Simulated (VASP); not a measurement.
Si, 2 atoms in the cell. The structure is cubic, space group Fd-3m (No. 227). Conventional cell: a = 5.434 Å, b = 5.434 Å, c = 5.434 Å, α = 90.00°, β = 90.00°, γ = 90.00°. Si (site symmetry -43m) has 4 Si at 2.35 Å within 3.1 Å. 

```yaml
Program: VASP 6.6.1
Task: single point
Functional: LDA
Potentials_or_basis: VASP PAW LDA potentials, release 64 (Si)
Cutoff: 520 eV
k_mesh: 12 × 12 × 12
Occupations: gaussian, width 0.02 eV
Spin: no spin polarisation
Dipole_correction: no
Further_INCAR_settings: ALGO = Normal; EDIFF = 1e-06; NBANDS = 11
```

Potentials or basis: VASP PAW LDA potentials, release 64 (Si).

Command:

```sh
$ cat potpaw_LDA.64/Si/POTCAR > POTCAR
$ mpirun -np 1 vasp_std > vasp.out
```

Hardware: 1 thread of Intel Xeon 8259CL, on a shared host.

**Question.** How long does it take, and how much memory?

**Answer.** Wall time 34 s on 1 thread of Intel Xeon 8259CL, with other jobs on the host, peak memory 0.15 GiB. Counts: scf iterations 11, k points 72.
